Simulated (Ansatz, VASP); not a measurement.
# Two plane-wave programs on Ca3As

File INCAR:

```
PREC = Accurate
ENCUT = 600
EDIFF = 1E-7
ISMEAR = 0
SIGMA = 0.1
LREAL = F
LASPH = T
NELM = 100
ALGO = Fast
ISIF = 3
LWAVE = F
LCHARG = F
GGA = PE
IBRION = 2
NSW = 100
EDIFFG = -0.01
```

Contents of KPOINTS:

```
regular mesh
0
Gamma
  6 6 6
```

POSCAR

```
Ca3As
1.0
    6.0151872400      0.0000000000      0.0000000000
    0.0000000000      6.0151872400      0.0000000000
    0.0000000000      0.0000000000      6.0151872400
Ca As
6 2
Direct
    0.2500000000      0.0000000000      0.5000000000
    0.5000000000      0.7500000000      0.0000000000
    0.7500000000      0.0000000000      0.5000000000
    0.5000000000      0.2500000000      0.0000000000
    0.0000000000      0.5000000000      0.7500000000
    0.0000000000      0.5000000000      0.2500000000
    0.0000000000      0.0000000000      0.0000000000
    0.5000000000      0.5000000000      0.5000000000
```

Input for Ansatz:

```yaml
crystal:
  lattice:
    - [6.01518724, 0.0, 0.0]
    - [0.0, 6.01518724, 0.0]
    - [0.0, 0.0, 6.01518724]
  atoms:
    - { symbol: Ca, position: [0.25, 0.0, 0.5] }
    - { symbol: Ca, position: [0.5, 0.75, 0.0] }
    - { symbol: Ca, position: [0.75, 0.0, 0.5] }
    - { symbol: Ca, position: [0.5, 0.25, 0.0] }
    - { symbol: Ca, position: [0.0, 0.5, 0.75] }
    - { symbol: Ca, position: [0.0, 0.5, 0.25] }
    - { symbol: As, position: [0.0, 0.0, 0.0] }
    - { symbol: As, position: [0.5, 0.5, 0.5] }
basis:
  ecutwfc: 420
kpoints:
  mp_grid: { grid: [6, 6, 6] }
hamiltonian:
  xc: pbe
scf:
  occupations: { method: gaussian, width: 0.1 }
output:
  forces: true
  stress: true
  eigenvalues: true
relax:
  adjacent_minimum: "off"
  f_tol: 0.01
  max_steps: 80
  cell: { stress_tol: 0.05 }
```

Change from the starting cell: species swapped into the Zr3Sn type (Pm-3n, No. 223).

Alike in both runs: task relaxation of cell and atoms; functional PBE; k mesh 6 × 6 × 6; occupations gaussian, width 0.1 eV; no spin polarisation.

```csv
,VASP,Ansatz
version,VASP 6.6.1,Ansatz 0.2.0
potentials or method,"VASP PAW PBE potentials, release 64 (Ca_sv, As), cutoff 600 eV","scalar-relativistic, plane waves, PAW"
valence electrons in the cell,70,90
```

```tsv
	VASP	Ansatz	Ansatz less VASP
gap on the k mesh at the Fermi level, each at its own relaxed structure (eV)	none	none	-
relaxed volume (Å³/atom)	30.26	30.10	-0.159
relaxed length of the cell vector where the two differ most in proportion (Å)	6.232	6.221	-0.0109
```

A gap of «none» marks a metal or a gap that the smearing closes. VASP's potentials hold 70 valence electrons a cell and Ansatz's 90, so a difference there can come from the potentials and not from the codes.
